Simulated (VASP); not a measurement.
A run of VASP 6.6.1 is set up as follows.

The input INCAR:

```
SYSTEM = CuO2
PREC = Accurate ; ENCUT = 520
EDIFF = 1E-6 ; ISMEAR = -1
SIGMA = 0.06122561905347299 ; LREAL = .FALSE.
LASPH = .TRUE. ; NELM = 60
ALGO = Normal ; ISIF = 2
LWAVE = .FALSE. ; LCHARG = .FALSE.
GGA = PE ; NBANDS = 18
```

File KPOINTS:

```
regular mesh
0
G
  13 13 13
  0 0 0
```

Contents of POSCAR:

```
CuO2
1.0
    0.0000000000      2.4642149867      2.4642149867
    2.4642149867      0.0000000000      2.4642149867
    2.4642149867      2.4642149867      0.0000000000
Cu O
1 2
Direct
    0.0000000000      0.0000000000      0.0000000000
    0.2500000000      0.2500000000      0.2500000000
    0.7500000000      0.7500000000      0.7500000000
```

Potentials or basis: VASP PAW PBE potentials, release 64 (Cu, O).

The run is started by

```sh
$ cat potpaw_PBE.64/Cu/POTCAR potpaw_PBE.64/O/POTCAR > POTCAR
$ mpirun -np 1 vasp_std > vasp.out
```

Question: Estimate the band gap on the k mesh.

Answer: Zero (an odd number of electrons rules out a gap without spin polarisation).

Question: Predict the pressure.

Answer: -8.3 GPa.

Caveat: the cell stands under tension; an odd number of electrons without spin polarisation forces a metal; a magnetic or distorted state may lie lower; semilocal functionals often make such compounds metallic where correlation or magnetic order opens a gap, which also shifts bond lengths. With open d or f shells a metallic result of PBE can be an artefact of self-interaction; +U or a hybrid may open a gap.
